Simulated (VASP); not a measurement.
Runs of VASP 6.6.1 on TaN (CsCl type). The structure is that of space group Pm-3m (No. 221), or close to it. The cells are those of the table. 

```tsv
task	cell	cutoff (eV)	gap on the mesh (eV)	pressure (GPa)
single point	a = 2.525 Å, 2 atoms	520	none	(a)
single point	a = 2.524 Å, 2 atoms	520	none	144.0
relaxation of cell and atoms	relaxed to 140 GPa from a = 2.525 Å, 2 atoms	600	none	140.0
relaxation of cell and atoms	relaxed to 140 GPa from a = 2.524 Å, 2 atoms	600	none	140.0
```

Alike in all rows: level PBE; potentials or basis VASP PAW PBE potentials, release 64 (Ta_pv, N); no spin polarisation; k mesh 15 × 15 × 15; smearing fermi-dirac 0.05 eV.

**Question.** Estimate the missing entries.

**Answer.** (a) 143.1.

Caveats: spin-orbit coupling is left out, which moves the levels of the heavy elements; the cell is relaxed towards a set pressure, so the enthalpy falls and the energy may rise (some runs).

A k mesh can miss the band edges, and the runs leave out spin-orbit coupling on Ta.

A gap of «none» marks levels without a gap at the run's occupations.
